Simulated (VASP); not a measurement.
ZrS: single point with LDA

Crystal: ZrS.

```
CELL_PARAMETERS angstrom
0.00000 2.56714 2.56714
2.50733 0.00000 2.56714
2.50733 2.56714 0.00000
ATOMIC_POSITIONS crystal
Zr 0.00000 0.00000 0.00000
S 0.50000 0.50000 0.50000
```

This cell differs from its parent crystal: the cell strained.

```
Program             : VASP 6.6.1
Task                : single point
Functional          : LDA
Potentials or basis : VASP PAW LDA potentials, release 64 (Zr_sv, S)
Cutoff              : 520 eV
k mesh              : 16 × 16 × 16
Occupations         : gaussian, width 0.15 eV
Spin                : no spin polarisation
```

| Quantity | Value |
| --- | --- |
| Pressure | 4.3 GPa |
| Band gap on the k mesh | zero (bands 9 and 10 overlap by 3.27 eV) |

Stress tensor (GPa, compression positive):
```
10.50  0.00  0.00
 0.00  1.23  0.00
 0.00  0.00  1.23
```

Levels at points of the mesh, in eV from the Fermi level:
| k point | band 7 | band 8 | band 9 | band 10 | band 11 | band 12 |
| --- | --- | --- | --- | --- | --- | --- |
| (0.00, 0.00, 0.00) | -3.52 | -3.42 | -1.65 | -1.65 | -1.39 | -0.85 |
| (0.50, 0.00, 0.00) | -6.31 | -6.30 | 1.62 | 1.73 | 2.03 | 2.10 |
| (0.50, 0.50, 0.00) | -4.44 | -4.38 | -3.88 | 0.49 | 2.62 | 2.79 |
| (0.00, 0.50, 0.50) | -4.53 | -4.53 | -3.87 | 0.63 | 2.68 | 2.68 |

It took 4.2 min on 1 thread of AMD EPYC 7R43 64-Core Processor (Zen 3), with other jobs on the host, peak memory 0.25 GiB.

Caveat: the cell differs from its parent crystal (the cell strained); the cell stands under pressure.
